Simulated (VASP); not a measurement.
# Cs2Na (I4/mmm) in VASP: single point with PBE

Aim: the single point of Cs2Na with PBE.

Everything below comes from runs of VASP 6.6.1. Logs are shortened: lines on timing, memory, paths and dates and some standing lists are left out, and cuts for length are marked.

## (1) The cell of the first run

The structure is tetragonal, space group I4/mmm (No. 139). The conventional cell has a = 5.340 Å, b = 5.340 Å, c = 17.791 Å, α = 90.00°, β = 90.00°, γ = 90.00°.

## (2) Single point, PBE

INCAR reads:

```
SYSTEM = Cs2Na
PREC = Accurate
ENCUT = 520
EDIFF = 1E-6
ISMEAR = 0
SIGMA = 0.1
LREAL = .False.
LASPH = .True.
NELM = 100
ALGO = Fast
ISIF = 2
LWAVE = .False.
LCHARG = .True.
GGA = PE
LELF = .True.
LVHAR = .True.
NBANDS = 20
```

KPOINTS reads:

```
regular mesh
0
Gamma
  12 12 12
  0 0 0
```

POSCAR reads:

```
Cs2Na
1.0
   -2.6700053904      2.6700053904      8.8956912922
    2.6700053904     -2.6700053904      8.8956912922
    2.6700053904      2.6700053904     -8.8956912922
Cs Na
2 1
Direct
    0.6405436361      0.6405436361      0.0000000000
    0.3594563639      0.3594563639      0.0000000000
    0.0000000000      0.0000000000      0.0000000000
```

Potentials or basis: VASP PAW PBE potentials, release 64 (Cs_sv, Na_pv).

Run with:

```sh
cat potpaw_PBE.64/Cs_sv/POTCAR potpaw_PBE.64/Na_pv/POTCAR > POTCAR
mpirun -np 1 vasp_std > vasp.out
```

OUTCAR:

```text
SYSTEM = Cs2Na
   PREC = Accurate
   ENCUT = 520
   EDIFF = 1E-6
   ISMEAR = 0
   LREAL = .False.
   LASPH = .True.
   NELM = 100
   ISIF = 2
   GGA = PE

 ion  position               nearest neighbor table
   1  0.641  0.641  0.000-
   2  0.359  0.359  0.000-
   3  0.000  0.000  0.000-

  LATTYP: Found a body centered tetragonal cell.
 ALAT       =     5.3400107808
 C/A-ratio  =     3.3317128588

  Lattice vectors:

 A1 = (  -2.6700053904,   2.6700053904,   8.8956912922)
 A2 = (   2.6700053904,  -2.6700053904,   8.8956912922)
 A3 = (   2.6700053904,   2.6700053904,  -8.8956912922)

Analysis of symmetry for initial positions (statically):
=====================================================================
 Subroutine PRICEL returns:
 Original cell was already a primitive cell.

 Routine SETGRP: Setting up the symmetry group for a
 body centered tetragonal supercell.

 Subroutine GETGRP returns: Found 16 space group operations
 (whereof 16 operations were pure point group operations)
 out of a pool of 16 trial point group operations.

The static configuration has the point symmetry D_4h.

Analysis of symmetry for dynamics (positions and initial velocities):
=====================================================================
 Subroutine PRICEL returns:
 Original cell was already a primitive cell.

 Routine SETGRP: Setting up the symmetry group for a
 body centered tetragonal supercell.

 Subroutine GETGRP returns: Found 16 space group operations
 (whereof 16 operations were pure point group operations)
 out of a pool of 16 trial point group operations.

The dynamic configuration has the point symmetry D_4h.

 Subroutine INISYM returns: Found 16 space group operations
 (whereof 16 operations are pure point group operations),
 and found     1 'primitive' translations

----------------------------------------------------------------------------------------

                                     Primitive cell

  volume of cell :     253.6670

  direct lattice vectors                    reciprocal lattice vectors
    -2.670005390  2.670005390  8.895691292     0.000000000  0.187265540  0.056206986
     2.670005390 -2.670005390  8.895691292     0.187265540  0.000000000  0.056206986
     2.670005390  2.670005390 -8.895691292     0.187265540  0.187265540  0.000000000

  length of vectors
     9.663911275  9.663911275  9.663911275     0.195518817  0.195518817  0.264833466

  position of ions in fractional coordinates (direct lattice)
     0.640543636  0.640543636  0.000000000
     0.359456364  0.359456364  0.000000000
     0.000000000  0.000000000  0.000000000

  ion indices of the primitive-cell ions
   primitive index   ion index
                 1           1
                 2           2
                 3           3

----------------------------------------------------------------------------------------

 KPOINTS: regular mesh

Automatic generation of k-mesh.
 Grid dimensions read from file:
 generate k-points for:   12   12   12

 Generating k-lattice:

  Cartesian coordinates                     Fractional coordinates (reciprocal lattice)
     0.000000000  0.015605462  0.004683916     0.083333333 -0.000000000  0.000000000
     0.015605462  0.000000000  0.004683916    -0.000000000  0.083333333  0.000000000
     0.015605462  0.015605462  0.000000000     0.000000000  0.000000000  0.083333333

  Length of vectors
     0.016293235  0.016293235  0.022069455

  Shift w.r.t. Gamma in fractional coordinates (k-lattice)
     0.000000000  0.000000000  0.000000000

 Subroutine IBZKPT returns following result:
 ===========================================

 Found    163 irreducible k-points:

 Following reciprocal coordinates:
            Coordinates               Weight
  0.000000  0.000000  0.000000      1.000000
  0.083333 -0.000000  0.000000      8.000000
  0.166667  0.000000  0.000000      8.000000
  0.250000 -0.000000  0.000000      8.000000
  0.333333 -0.000000  0.000000      8.000000
  0.416667 -0.000000  0.000000      8.000000
[... 16 lines left out ...]
  0.500000  0.166667  0.000000     16.000000
 -0.416667  0.166667 -0.000000     16.000000
 [... further k-points ...]
   k-points           NKPTS =    163   k-points in BZ     NKDIM =    163   number of bands    NBANDS=     20
   number of dos      NEDOS =    301   number of ions     NIONS =      3
   total plane-waves  NPLWV = 373248
   dimension x,y,z NGX =    72 NGY =   72 NGZ =   72
   dimension x,y,z NGXF=   144 NGYF=  144 NGZF=  144
   ions per type =               2   1
   NGX,Y,Z   is equivalent  to a cutoff of  12.39, 12.39, 12.39 a.u.
   NGXF,Y,Z  is equivalent  to a cutoff of  24.77, 24.77, 24.77 a.u.
 SYSTEM =  Cs2Na
   PREC   = accura    normal or accurate (medium, high low for compatibility)
   ISTART =      0    job   : 0-new  1-cont  2-samecut
   ICHARG =      2    charge: 1-file 2-atom 10-const
   ISPIN  =      1    spin polarized calculation?
   LNONCOLLINEAR =      F non collinear calculations
   LSORBIT =      F    spin-orbit coupling
   LASPH  =      T    aspherical Exc in radial PAW
   ENCUT  =  520.0 eV  38.22 Ry    6.18 a.u.  17.97 17.97 17.97*2*pi/ulx,y,z
   NELM   =    100;   NELMIN=  2; NELMDL= -5     # of ELM steps
   EDIFF  = 0.1E-05   stopping-criterion for ELM
   LREAL  =      F    real-space projection
   EDIFFG = 0.1E-04   stopping-criterion for IOM
   NSW    =      0    number of steps for IOM
   IBRION =     -1    ionic relax: 0-MD 1-quasi-New 2-CG
   NFREE  =      0    steps in history (QN), initial steepest desc. (CG)
   ISIF   =      2    stress and relaxation
   ISYM   =      2    0-nonsym 1-usesym 2-fastsym
   POTIM  = 0.5000    time-step for ionic-motion
   TEBEG  =    0.0;   TEEND  =   0.0 temperature during run
   PSTRESS=    0.0 pullay stress
   NELECT =      25.0000    total number of electrons
   NUPDOWN=      -1.0000    fix difference up-down
   EMIN   =  10.00;   EMAX   =-10.00  energy-range for DOS
   EFERMI =   0.00;   METHOD = LEGACY
   ISMEAR =     0;   SIGMA  =   0.10  broadening in eV -4-tet -1-fermi 0-gaus
   EFERMI_NEDOS =   21; number of points for ismear=-14 and -15
   IALGO  =     68    algorithm
   IMIX   =      4    mixing-type and parameters
     AMIX     =   0.40;   BMIX     =  1.00
     AMIX_MAG =   1.60;   BMIX_MAG =  1.00
  volume/ion in A,a.u.               =      84.56       570.61
  Fermi-wavevector in a.u.,A,eV,Ry     =   0.756194  1.429000  7.780221  0.571830
  Thomas-Fermi vector in A             =   1.854260
   LORBIT       =      0    0 simple, 1 ext, 2 COOP (PROOUT), +10 PAW based schemes
   GGA     = PE    functional components
   LHFCALC =     F    Hartree Fock is set to
   AEXX    =    0.0000 exact exchange contribution
   IVDW    =     0    specifies the selected vdW correction
   LEPSILON=     F    determine dielectric tensor
   LRPA    =     F    only Hartree local field effects (RPA)
 non-spin polarized calculation
 RMM-DIIS sequential band-by-band and
 Gauss-broadening in eV      SIGMA  =   0.10
  energy-cutoff  :      520.00
  volume of cell :      253.67
 maximum number of plane-waves:      6854
   NGX = 35   NGY = 35   NGZ = 35

 number of electron      25.0000002 magnetization

 Free energy of the ion-electron system (eV)
  ---------------------------------------------------
  ext. energy  EPLUGINS =         0.00000000
  ---------------------------------------------------
  free energy    TOTEN  =        -2.96605453 eV

  energy without entropy =       -2.95329376  energy(sigma->0) =       -2.95967414

 E-fermi :   0.4623     XC(G=0):  -5.7120

 val. band max:        0.4501236356   @ k =   0.3333   0.0833   0.0000
 cond. band min:       0.4681689315   @ k =   0.2500   0.2500   0.0000
 fundamental gap:      0.0180452959
 Fermi energy:         0.4623362051

 k-point     1 :       0.0000    0.0000    0.0000
  band No.  band energies     occupation
      1     -24.6105      2.00000
      2     -24.6105      2.00000
      3     -24.6067      2.00000
      4     -23.2087      2.00000
      5     -23.2008      2.00000
      6     -10.1193      2.00000
[... 12 lines left out ...]
     19       3.1703      0.00000
     20       3.5296      0.00000

 k-point     2 :       0.0833   -0.0000    0.0000
  band No.  band energies     occupation
      1     -24.6105      2.00000
      2     -24.6105      2.00000
      3     -24.6067      2.00000
      4     -23.2084      2.00000
      5     -23.2007      2.00000
      6     -10.1171      2.00000
[... 12 lines left out ...]
     19       3.2793      0.00000
     20       3.4458      0.00000

 k-point     3 :       0.1667    0.0000    0.0000
  band No.  band energies     occupation
      1     -24.6106      2.00000
      2     -24.6105      2.00000
      3     -24.6067      2.00000
      4     -23.2076      2.00000
      5     -23.2006      2.00000
      6     -10.1109      2.00000
[... 12 lines left out ...]
     19       3.1702      0.00000
     20       3.5362      0.00000

 k-point     4 :       0.2500   -0.0000    0.0000
  band No.  band energies     occupation
      1     -24.6106      2.00000
      2     -24.6105      2.00000
      3     -24.6067      2.00000
      4     -23.2064      2.00000
      5     -23.2003      2.00000
      6     -10.1030      2.00000
[... 12 lines left out ...]
     19       3.0552      0.00000
     20       3.4000      0.00000

 k-point     5 :       0.3333   -0.0000    0.0000
  band No.  band energies     occupation
      1     -24.6107      2.00000
      2     -24.6105      2.00000
      3     -24.6067      2.00000
      4     -23.2051      2.00000
      5     -23.2002      2.00000
      6     -10.0967      2.00000
[... 12 lines left out ...]
     19       3.0023      0.00000
     20       3.2715      0.00000
[... 353 lines left out ...]
      6     -10.0854      2.00000
[... 12 lines left out ...]
     19       2.9754      0.00000
     20       3.1428      0.00000

 k-point    22 :       0.4167    0.1667    0.0000
  band No.  band energies     occupation
      1     -24.6107      2.00000
      2     -24.6105      2.00000
      3     -24.6066      2.00000
      4     -23.2031      2.00000
      5     -23.1999      2.00000
      6     -10.0866      2.00000
[... 12 lines left out ...]
     19       2.8728      0.00000
     20       3.2380      0.00000

 k-point    23 :       0.5000    0.1667    0.0000
  band No.  band energies     occupation
      1     -24.6107      2.00000
      2     -24.6105      2.00000
      3     -24.6066      2.00000
      4     -23.2029      2.00000
      5     -23.1996      2.00000
      6     -10.0906      2.00000
[... 12 lines left out ...]
     19       2.7929      0.00000
     20       3.2719      0.00000

 k-point    24 :      -0.4167    0.1667   -0.0000
  band No.  band energies     occupation
      1     -24.6107      2.00000
      2     -24.6105      2.00000
      3     -24.6066      2.00000
      4     -23.2035      2.00000
      5     -23.1994      2.00000
      6     -10.0923      2.00000
[... 12 lines left out ...]
     19       2.8874      0.00000
     20       3.1707      0.00000

 [... further k-points ...]

------------------------ aborting loop because EDIFF is reached ----------------------------------------

  FORCE on cell =-STRESS in cart. coord.  units (eV):
  Direction    XX          YY          ZZ          XY          YZ          ZX
  --------------------------------------------------------------------------------------
  -------------------------------------------------------------------------------------
  Total        0.0130473      0.0130473      0.0278517      0.0000000      0.0000000      0.0000000
  in kB        0.0824075      0.0824075      0.1759130      0.0000000      0.0000000      0.0000000
  external PRESSURE =       0.1135760 kB  Pullay stress =       0.0000000 kB

 VOLUME and BASIS-vectors are now :
 -----------------------------------------------------------------------------
  energy-cutoff  :      520.00
  volume of cell :      253.67
      direct lattice vectors                 reciprocal lattice vectors
    -2.670005390  2.670005390  8.895691292     0.000000000  0.187265540  0.056206986
     2.670005390 -2.670005390  8.895691292     0.187265540  0.000000000  0.056206986
     2.670005390  2.670005390 -8.895691292     0.187265540  0.187265540  0.000000000

 POSITION                                       TOTAL-FORCE (eV/Angst)
 -----------------------------------------------------------------------------------
      0.00000      0.00000     11.39616        -0.000000     -0.000000     -0.002877
      0.00000      0.00000      6.39523         0.000000      0.000000      0.002877
      0.00000      0.00000      0.00000         0.000000      0.000000     -0.000000
 -----------------------------------------------------------------------------------
    total drift:                               -0.000000      0.000000     -0.000000

  FREE ENERGIE OF THE ION-ELECTRON SYSTEM (eV)
  ---------------------------------------------------
  free  energy   TOTEN  =        -2.9660545305 eV

  energy  without entropy=       -2.9532937567  energy(sigma->0) =       -2.95967414
```

Run time: 29 min. Hardware: 1 thread of AMD EPYC 9R45 (Zen 5), shared host; peak memory 1.2 GiB.

Results:

| Quantity | Value |
| --- | --- |
| Free energy | -2.9661 eV |
| Pressure | 0.0 GPa |
| Band gap on the k mesh | zero (an odd number of electrons rules out a gap without spin polarisation) |

Forces on the atoms (eV/Å):
```
Cs   0.000  0.000 -0.003
Cs   0.000  0.000  0.003
Na   0.000  0.000  0.000
```

Levels at points of the mesh, in eV from the Fermi level:
| k point | band 10 | band 11 | band 12 | band 13 | band 14 | band 15 | band 16 | band 17 |
| --- | --- | --- | --- | --- | --- | --- | --- | --- |
| (0.00, 0.00, 0.00) | -10.42 | -10.42 | -1.96 | -0.09 | 0.41 | 1.53 | 1.75 | 2.34 |
| (0.50, 0.00, 0.00) | -10.43 | -10.42 | -0.51 | -0.33 | 0.34 | 0.95 | 1.77 | 1.78 |
| (0.50, 0.50, 0.00) | -10.49 | -10.44 | -0.11 | 0.60 | 0.72 | 0.78 | 1.37 | 1.44 |
| (0.50, 0.50, 0.50) | -10.42 | -10.42 | -1.54 | -1.12 | 1.13 | 1.26 | 2.26 | 2.26 |

Caveat: spin-orbit coupling is left out, which moves the levels of the heavy elements.
